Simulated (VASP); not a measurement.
Write the native input for VASP 6.6.1 that does the following.

* Task: electric field gradients
* Functional: PBEsol
* Potentials or basis: VASP PAW PBE potentials, release 64 (Sn_d, O)
* Cutoff: 520 eV
* k mesh: 8 × 8 × 6
* Occupations: fermi-dirac, width 0.01 eV
* Spin: no spin polarisation
* Dipole correction: no
* Further INCAR settings: ALGO = Normal; EDIFF = 1e-08; NBANDS = 28

The structure of SnO lies in POSCAR:

```
SnO
1.0
    3.8765679508      0.0000000000      0.0000000000
    0.0000000000      3.8765679508      0.0000000000
    0.0000000000      0.0000000000      4.9308476092
Sn O
2 2
Direct
    0.0000000000      0.5000000000      0.2385000000
    0.5000000000      0.0000000000      0.7615000000
    0.0000000000      0.0000000000      0.0000000000
    0.5000000000      0.5000000000      0.0000000000
```

The input as run:

INCAR

```
  PREC = Accurate
  ENCUT = 520
  EDIFF = 1E-8
  ISMEAR = -1
  SIGMA = 0.01
  LREAL = F
  LASPH = T
  NELM = 80
  ALGO = Normal
  ISIF = 2
  LWAVE = F
  LCHARG = F
  GGA = PS
  LEFG = T
  NBANDS = 28
```

KPOINTS

```
Automatic mesh
0
Gamma
  8 8 6
```

Potentials or basis: VASP PAW PBE potentials, release 64 (Sn_d, O).

The run is started by

```bash
$ cat potpaw_PBE.64/Sn_d/POTCAR potpaw_PBE.64/O/POTCAR > POTCAR
$ mpirun -np 1 vasp_std > vasp.out
```

Results of the run:

```yaml
Pressure: -4.8 GPa
Largest_force: 0.615 eV/Å
Band_gap_on_the_k_mesh: 0.21 eV (least direct gap 1.97 eV)
Largest_electric_field_gradient_by_atom: Sn -152.8; O +1.7 V/Å²
```

Caveat: the cell stands under tension; without QUAD_EFG the Cq values of the log hold for a quadrupole moment of 1 mb, not for the nuclei; the PAW data sets were made with another functional, which shifts forces and pressure a little; spin-orbit coupling is left out, which moves the levels of the heavy elements.

Run time: 2.9 min on 1 thread of Intel Xeon 8259CL (shared host), peak memory 0.25 GiB.
